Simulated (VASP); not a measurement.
Wanted: the native input for a VASP 6.6.1 run.

```yaml
Task: single point
Functional: PBE
Potentials_or_basis: VASP PAW PBE potentials, release 64 (Pb_d)
Cutoff: 400 eV
k_mesh: 5 × 5 × 1
Occupations: methfessel-paxton, width 0.05 eV
Spin: no spin polarisation
Dipole_correction: yes
Further_INCAR_settings: ALGO = Normal; EDIFF = 1e-06; NBANDS = 28; NELMDL = -8
```

The structure of Pb lies in POSCAR:

```
Pb
1.0
    3.5002070000      0.0000000000      0.0000000000
    0.0000000000      3.5002070000      0.0000000000
    0.0000000000      0.0000000000     16.9500402105
Pb
3
Direct
    0.0000000000      0.0000000000      0.3539814611
    0.5000000000      0.5000000000      0.5000000000
    1.0000000000      1.0000000000      0.6460185389
```

One way to write it, as run:

INCAR

```
PREC = Accurate
ENCUT = 400
EDIFF = 1E-6
ISMEAR = 1
SIGMA = 0.05
LREAL = F
LASPH = T
NELM = 120
ALGO = Normal
ISIF = 2
LWAVE = F
LCHARG = F
LDIPOL = T
IDIPOL = 3
DIPOL = 0.5 0.5 0.500
GGA = PE
NBANDS = 28
GGA_COMPAT = F
NELMDL = -8
```

KPOINTS

```
regular mesh
0
Gamma
  5 5 1
```

Potentials or basis: VASP PAW PBE potentials, release 64 (Pb_d).

Run with:

```bash
$ cat potpaw_PBE.64/Pb_d/POTCAR > POTCAR
$ mpirun -np 1 vasp_std > vasp.out
```

It gave:

* Largest force: 0.005 eV/Å
* Band gap on the k mesh: zero (band 21 reaches 3.91 eV, above the bottom of band 22 at 0.46 eV)

Caveat: spin-orbit coupling is left out, which moves the levels of the heavy elements.

It took 28 s on 1 thread of Intel(R) Xeon(R) Platinum 8259CL CPU @ 2.50GHz (Skylake/Cascade Lake), with other jobs on the host, peak memory 0.23 GiB.
